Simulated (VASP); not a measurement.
# SnO in VASP: further runs

SnO is run at these levels: PBE+D3(BJ); tasks: single point.

Program: VASP 6.6.1. These are calculated values, not measurements. Logs are shortened: lines on timing, memory, paths and dates and some standing lists are left out, and cuts for length are marked.

## Step 1: The cell of the first run

The cell holds a slab with vacuum, 8 atoms: a = 3.820 Å, b = 3.820 Å, c = 22.226 Å, α = 90.00°, β = 90.00°, γ = 90.00°.

## Step 2: Single point, PBE+D3(BJ) (layers slid over each other)

Contents of INCAR:

```
  PREC = Accurate
  ENCUT = 520
  EDIFF = 1E-7
  ISMEAR = 0
  SIGMA = 0.05
  LREAL = False
  LASPH = True
  NELM = 80
  ALGO = Normal
  ISIF = 2
  LWAVE = False
  LCHARG = True
  LDIPOL = True
  IDIPOL = 3
  DIPOL = 0.5 0.5 0.403
  GGA = PE
  IVDW = 12
  LELF = True
  LVHAR = True
  LVACPOTAV = True
  NBANDS = 50
```

Contents of KPOINTS:

```
regular mesh
0
Gamma
  7 7 1
```

Contents of POSCAR:

```
SnO
1.0
    3.8201635894      0.0000000000      0.0000000000
    0.0000000000      3.8201635894      0.0000000000
    0.0000000000      0.0000000000     22.2260803631
Sn O
4 4
Direct
    0.7500000000      0.2500000000      0.2024648488
    0.2500000000      0.7500000000      0.3087831984
    0.3750000000      0.8750000000      0.4977503906
   -0.1250000000      1.3750000000      0.6040687401
    0.2500000000      0.2500000000      0.2556240236
    0.7500000000      0.7500000000      0.2556240236
   -0.1250000000      0.8750000000      0.5509095654
    0.3750000000      1.3750000000      0.5509095654
```

Potentials or basis: VASP PAW PBE potentials, release 64 (Sn_d, O).

Launch:

```console
$ cat potpaw_PBE.64/Sn_d/POTCAR potpaw_PBE.64/O/POTCAR > POTCAR
$ mpirun -np 1 vasp_std > vasp.out
```

OUTCAR:

```text
PREC = Accurate
   ENCUT = 520
   EDIFF = 1E-7
   ISMEAR = 0
   LREAL = False
   LASPH = True
   NELM = 80
   ISIF = 2
   GGA = PE
   IVDW = 12
 IVDW          = 12

 ion  position               nearest neighbor table
   1  0.750  0.250  0.202-   5 2.25   6 2.25   6 2.25   5 2.25   2 3.59   2 3.59   2 3.59   2 3.59

   2  0.250  0.750  0.309-   5 2.25   6 2.25   5 2.25   6 2.25   1 3.59   1 3.59   1 3.59   1 3.59

   3  0.375  0.875  0.498-   7 2.25   8 2.25   8 2.25   7 2.25   4 3.59   4 3.59   4 3.59   4 3.59

   4  0.875  0.375  0.604-   7 2.25   8 2.25   7 2.25   8 2.25   3 3.59   3 3.59   3 3.59   3 3.59

   5  0.250  0.250  0.256-   1 2.25   2 2.25   2 2.25   1 2.25
   6  0.750  0.750  0.256-   1 2.25   2 2.25   1 2.25   2 2.25
   7  0.875  0.875  0.551-   4 2.25   4 2.25   3 2.25   3 2.25
   8  0.375  0.375  0.551-   4 2.25   4 2.25   3 2.25   3 2.25

  LATTYP: Found a simple tetragonal cell.
 ALAT       =     3.8201635894
 C/A-ratio  =     5.8180964880

  Lattice vectors:

 A1 = (   3.8201635894,   0.0000000000,   0.0000000000)
 A2 = (   0.0000000000,   3.8201635894,   0.0000000000)
 A3 = (   0.0000000000,   0.0000000000,  22.2260803631)

Analysis of symmetry for initial positions (statically):
=====================================================================
 Subroutine PRICEL returns:
 Original cell was already a primitive cell.

 Routine SETGRP: Setting up the symmetry group for a
 simple tetragonal supercell.

 Subroutine GETGRP returns: Found  4 space group operations
 (whereof  1 operations were pure point group operations)
 out of a pool of 16 trial point group operations.

The static configuration has the point symmetry C_1 .
 The point group associated with its full space group is C_2h.

Analysis of symmetry for dynamics (positions and initial velocities):
=====================================================================
 Subroutine PRICEL returns:
 Original cell was already a primitive cell.

 Routine SETGRP: Setting up the symmetry group for a
 simple tetragonal supercell.

 Subroutine GETGRP returns: Found  4 space group operations
 (whereof  1 operations were pure point group operations)
 out of a pool of 16 trial point group operations.

The dynamic configuration has the point symmetry C_1 .
 The point group associated with its full space group is C_2h.

 Subroutine INISYM returns: Found  4 space group operations
 (whereof  1 operations are pure point group operations),
 and found     1 'primitive' translations

----------------------------------------------------------------------------------------

                                     Primitive cell

  volume of cell :     324.3596

  direct lattice vectors                    reciprocal lattice vectors
     3.820163589  0.000000000  0.000000000     0.261768895  0.000000000  0.000000000
     0.000000000  3.820163589  0.000000000     0.000000000  0.261768895  0.000000000
     0.000000000  0.000000000 22.226080363     0.000000000  0.000000000  0.044992189

  length of vectors
     3.820163589  3.820163589 22.226080363     0.261768895  0.261768895  0.044992189

  position of ions in fractional coordinates (direct lattice)
     0.750000000  0.250000000  0.202464849
     0.250000000  0.750000000  0.308783198
     0.375000000  0.875000000  0.497750391
     0.875000000  0.375000000  0.604068740
     0.250000000  0.250000000  0.255624024
     0.750000000  0.750000000  0.255624024
     0.875000000  0.875000000  0.550909565
     0.375000000  0.375000000  0.550909565

  ion indices of the primitive-cell ions
   primitive index   ion index
                 1           1
                 2           2
                 3           3
                 4           4
                 5           5
                 6           6
                 7           7
                 8           8

----------------------------------------------------------------------------------------

 KPOINTS: regular mesh

Automatic generation of k-mesh.
 Grid dimensions read from file:
 generate k-points for:    7    7    1

 Generating k-lattice:

  Cartesian coordinates                     Fractional coordinates (reciprocal lattice)
     0.037395556  0.000000000  0.000000000     0.142857143  0.000000000  0.000000000
     0.000000000  0.037395556  0.000000000     0.000000000  0.142857143  0.000000000
     0.000000000  0.000000000  0.044992189     0.000000000  0.000000000  1.000000000

  Length of vectors
     0.037395556  0.037395556  0.044992189

  Shift w.r.t. Gamma in fractional coordinates (k-lattice)
     0.000000000  0.000000000  0.000000000

 Subroutine IBZKPT returns following result:
 ===========================================

 Found     16 irreducible k-points:

 Following reciprocal coordinates:
            Coordinates               Weight
  0.000000  0.000000  0.000000      1.000000
  0.142857  0.000000  0.000000      4.000000
  0.285714  0.000000  0.000000      4.000000
  0.428571  0.000000  0.000000      4.000000
  0.142857  0.142857  0.000000      2.000000
 -0.142857  0.142857  0.000000      2.000000
[... 8 lines left out ...]
  0.428571  0.428571  0.000000      2.000000
 -0.428571  0.428571  0.000000      2.000000
   k-points           NKPTS =     16   k-points in BZ     NKDIM =     16   number of bands    NBANDS=     50
   number of dos      NEDOS =    301   number of ions     NIONS =      8
   total plane-waves  NPLWV = 131712
   dimension x,y,z NGX =    28 NGY =   28 NGZ =  168
   dimension x,y,z NGXF=    56 NGYF=   56 NGZF=  336
   ions per type =               4   4
   NGX,Y,Z   is equivalent  to a cutoff of  12.19, 12.19, 12.57 a.u.
   NGXF,Y,Z  is equivalent  to a cutoff of  24.37, 24.37, 25.13 a.u.
 SYSTEM =  unknown system
   PREC   = accura    normal or accurate (medium, high low for compatibility)
   ISTART =      0    job   : 0-new  1-cont  2-samecut
   ICHARG =      2    charge: 1-file 2-atom 10-const
   ISPIN  =      1    spin polarized calculation?
   LNONCOLLINEAR =      F non collinear calculations
   LSORBIT =      F    spin-orbit coupling
   LASPH  =      T    aspherical Exc in radial PAW
   ENCUT  =  520.0 eV  38.22 Ry    6.18 a.u.   7.10  7.10 41.33*2*pi/ulx,y,z
   NELM   =     80;   NELMIN=  2; NELMDL= -5     # of ELM steps
   EDIFF  = 0.1E-06   stopping-criterion for ELM
   LREAL  =      F    real-space projection
   EDIFFG = 0.1E-05   stopping-criterion for IOM
   NSW    =      0    number of steps for IOM
   IBRION =     -1    ionic relax: 0-MD 1-quasi-New 2-CG
   NFREE  =      0    steps in history (QN), initial steepest desc. (CG)
   ISIF   =      2    stress and relaxation
   ISYM   =      2    0-nonsym 1-usesym 2-fastsym
   POTIM  = 0.5000    time-step for ionic-motion
   TEBEG  =    0.0;   TEEND  =   0.0 temperature during run
   PSTRESS=    0.0 pullay stress
   NELECT =      80.0000    total number of electrons
   NUPDOWN=      -1.0000    fix difference up-down
   EMIN   =  10.00;   EMAX   =-10.00  energy-range for DOS
   EFERMI =   0.00;   METHOD = LEGACY
   ISMEAR =     0;   SIGMA  =   0.05  broadening in eV -4-tet -1-fermi 0-gaus
   EFERMI_NEDOS =   21; number of points for ismear=-14 and -15
   IALGO  =     38    algorithm
   IMIX   =      4    mixing-type and parameters
     AMIX     =   0.40;   BMIX     =  1.00
     AMIX_MAG =   1.60;   BMIX_MAG =  1.00
  volume/ion in A,a.u.               =      40.54       273.61
  Fermi-wavevector in a.u.,A,eV,Ry     =   1.026666  1.940118 14.341130  1.054043
  Thomas-Fermi vector in A             =   2.160571
   LORBIT       =      0    0 simple, 1 ext, 2 COOP (PROOUT), +10 PAW based schemes
   GGA     = PE    functional components
   LHFCALC =     F    Hartree Fock is set to
   AEXX    =    0.0000 exact exchange contribution
   IVDW    =    12    specifies the selected vdW correction
   LEPSILON=     F    determine dielectric tensor
   LRPA    =     F    only Hartree local field effects (RPA)
 non-spin polarized calculation
 Gauss-broadening in eV      SIGMA  =   0.05
  energy-cutoff  :      520.00
  volume of cell :      324.36
 maximum number of plane-waves:      8769
   NGX = 15   NGY = 15   NGZ = 83

 dipolmoment           0.000000      0.000000      0.000157 electrons x Angstroem

 number of electron      79.9999970 magnetization

 dipolmoment           0.000000      0.000000     -0.000002 electrons x Angstroem

 Free energy of the ion-electron system (eV)
  ---------------------------------------------------
  ext. energy  EPLUGINS =         0.00000000
  ---------------------------------------------------
  free energy    TOTEN  =       -45.13208336 eV

  energy without entropy =      -45.13208336  energy(sigma->0) =      -45.13208336

 E-fermi :   0.0695     XC(G=0):  -5.3121

 val. band max:       -0.1779014629   @ k =  -0.1429   0.1429   0.0000
 cond. band min:       2.2812294466   @ k =   0.4286   0.0000   0.0000
 fundamental gap:      2.4591309095
 Fermi energy:         0.0694926451

 k-point     1 :       0.0000    0.0000    0.0000
  band No.  band energies     occupation
      1     -21.0431      2.00000
      2     -21.0431      2.00000
      3     -20.6826      2.00000
      4     -20.6825      2.00000
      5     -20.6455      2.00000
      6     -20.6454      2.00000
[... 42 lines left out ...]
     49       5.2064      0.00000
     50       5.2109      0.00000

 k-point     2 :       0.1429    0.0000    0.0000
  band No.  band energies     occupation
      1     -21.0342      2.00000
      2     -21.0341      2.00000
      3     -20.6833      2.00000
      4     -20.6831      2.00000
      5     -20.6472      2.00000
      6     -20.6468      2.00000
[... 42 lines left out ...]
     49       5.3863      0.00000
     50       5.5033      0.00000

 k-point     3 :       0.2857    0.0000    0.0000
  band No.  band energies     occupation
      1     -21.0093      2.00000
      2     -21.0092      2.00000
      3     -20.7800      2.00000
      4     -20.7796      2.00000
      5     -20.6513      2.00000
      6     -20.6510      2.00000
[... 42 lines left out ...]
     49       5.6262      0.00000
     50       5.7422      0.00000

 k-point     4 :       0.4286    0.0000    0.0000
  band No.  band energies     occupation
      1     -20.9657      2.00000
      2     -20.9654      2.00000
      3     -20.8910      2.00000
      4     -20.8906      2.00000
      5     -20.6542      2.00000
      6     -20.6540      2.00000
[... 575 lines left out ...]
 k-point    15 :       0.4286    0.4286    0.0000
  band No.  band energies     occupation
      1     -20.9846      2.00000
      2     -20.9840      2.00000
      3     -20.9705      2.00000
      4     -20.9702      2.00000
      5     -20.6496      2.00000
      6     -20.6493      2.00000
[... 42 lines left out ...]
     49       5.9313      0.00000
     50       6.1536      0.00000

 k-point    16 :      -0.4286    0.4286    0.0000
  band No.  band energies     occupation
      1     -20.9844      2.00000
      2     -20.9841      2.00000
      3     -20.9707      2.00000
      4     -20.9701      2.00000
      5     -20.6495      2.00000
      6     -20.6494      2.00000
[... 42 lines left out ...]
     49       5.9339      0.00000
     50       6.1821      0.00000

------------------------ aborting loop because EDIFF is reached ----------------------------------------

 Edisp (eV)   -1.23688

 E8    (eV) :    -0.5466

  FORCE on cell =-STRESS in cart. coord.  units (eV):
  Direction    XX          YY          ZZ          XY          YZ          ZX
  --------------------------------------------------------------------------------------
  -------------------------------------------------------------------------------------
  Total       0.24791     0.24791     0.37447     0.01430     0.17948     0.17948
  in kB       1.22458     1.22458     1.84969     0.07062     0.88655     0.88655
  external pressure =        1.43 kB  Pullay stress =        0.00 kB

 VOLUME and BASIS-vectors are now :
 -----------------------------------------------------------------------------
  energy-cutoff  :      520.00
  volume of cell :      324.36
      direct lattice vectors                 reciprocal lattice vectors
     3.820163589  0.000000000  0.000000000     0.261768895  0.000000000  0.000000000
     0.000000000  3.820163589  0.000000000     0.000000000  0.261768895  0.000000000
     0.000000000  0.000000000 22.226080363     0.000000000  0.000000000  0.044992189

 POSITION                                       TOTAL-FORCE (eV/Angst)
 -----------------------------------------------------------------------------------
      2.86512      0.95504      4.50000        -0.003319     -0.003319     -0.084034
      0.95504      2.86512      6.86304        -0.019286     -0.019286      0.053325
      1.43256      3.34264     11.06304         0.019286      0.019286     -0.053325
      3.34264      1.43256     13.42608         0.003319      0.003319      0.084034
      0.95504      0.95504      5.68152         0.006676     -0.017130     -0.000244
      2.86512      2.86512      5.68152        -0.017130      0.006676     -0.000244
      3.34264      3.34264     12.24456         0.017130     -0.006676      0.000244
      1.43256      1.43256     12.24456        -0.006676      0.017130      0.000244
 -----------------------------------------------------------------------------------
    total drift:                                0.000000      0.000000     -0.000111

  FREE ENERGIE OF THE ION-ELECTRON SYSTEM (eV)
  ---------------------------------------------------
  free  energy   TOTEN  =       -46.3689609565 eV

  energy  without entropy=      -46.3689609565  energy(sigma->0) =      -46.36896096

 vacuum level on the upper side and lower side of the slab         4.941         4.941
```

Wall time 6.9 min (1 thread of Intel Xeon Platinum 8259CL at 2.50GHz (Skylake/Cascade Lake), shared host); peak memory 0.45 GiB.

Results:

* Free energy: -46.3690 eV
* Largest force: 0.084 eV/Å
* Band gap on the k mesh: 2.46 eV (least direct gap 2.55 eV)
* Dispersion energy per atom: -0.155 eV

Forces on the atoms (eV/Å):
```
Sn  -0.003 -0.003 -0.084
Sn  -0.019 -0.019  0.053
Sn   0.019  0.019 -0.053
Sn   0.003  0.003  0.084
O    0.007 -0.017  0.000
O   -0.017  0.007  0.000
O    0.017 -0.007  0.000
O   -0.007  0.017  0.000
```

Caveat: the cell differs from its parent crystal (layers slid over each other); spin-orbit coupling is left out, which moves the levels of the heavy elements.

## Step 3: Single point, PBE+D3(BJ) (layers slid over each other)

Contents of INCAR:

```
  PREC = Accurate
  ENCUT = 520
  EDIFF = 1E-6
  ISMEAR = 0
  SIGMA = 0.05
  LREAL = F
  LASPH = T
  NELM = 80
  ALGO = Normal
  ISIF = 2
  LWAVE = F
  LCHARG = F
  LDIPOL = T
  IDIPOL = 3
  DIPOL = 0.5 0.5 0.403
  GGA = PE
  IVDW = 12
  NBANDS = 50
```

Contents of KPOINTS:

```
Automatic mesh
0
Gamma
  7 7 1
```

Contents of POSCAR:

```
SnO
1.0
    3.8201635894      0.0000000000      0.0000000000
    0.0000000000      3.8201635894      0.0000000000
    0.0000000000      0.0000000000     22.2260803631
Sn O
4 4
Direct
    0.7500000000      0.2500000000      0.2024648488
    0.2500000000      0.7500000000      0.3087831984
    0.6250000000      1.1250000000      0.4977503906
    0.1250000000      1.6250000000      0.6040687401
    0.2500000000      0.2500000000      0.2556240236
    0.7500000000      0.7500000000      0.2556240236
    0.1250000000      1.1250000000      0.5509095654
    0.6250000000      1.6250000000      0.5509095654
```

Potentials or basis: VASP PAW PBE potentials, release 64 (Sn_d, O).

Launch:

```console
$ cat potpaw_PBE.64/Sn_d/POTCAR potpaw_PBE.64/O/POTCAR > POTCAR
$ mpirun -np 1 vasp_std > vasp.out
```

Run time: 7 min. Hardware: 1 thread of Intel Xeon Platinum 8259CL at 2.50GHz (Skylake/Cascade Lake), shared host; peak memory 0.45 GiB.

The run converged. Its results:

| Property | Result |
| --- | --- |
| Free energy | -46.4290 eV |
| Largest force | 0.174 eV/Å |
| Band gap on the k mesh | 2.56 eV (least direct gap 2.58 eV) |
| Dispersion energy per atom | -0.155 eV |

Forces on the atoms (eV/Å):
```
Sn  -0.002 -0.002 -0.079
Sn  -0.008 -0.008  0.174
Sn   0.008  0.008 -0.174
Sn   0.002  0.002  0.079
O    0.004 -0.011  0.011
O   -0.011  0.004  0.011
O    0.011 -0.004 -0.011
O   -0.004  0.011 -0.011
```

Levels at points of the mesh, in eV from the valence-band top:
| k point | band 38 | band 39 | band 40 | band 41 | band 42 | band 43 |
| --- | --- | --- | --- | --- | --- | --- |
| (0.00, 0.00, 0.00) | -1.92 | -0.55 | -0.02 | 2.56 | 2.89 | 2.90 |

Caveat: the cell differs from its parent crystal (layers slid over each other); spin-orbit coupling is left out, which moves the levels of the heavy elements.
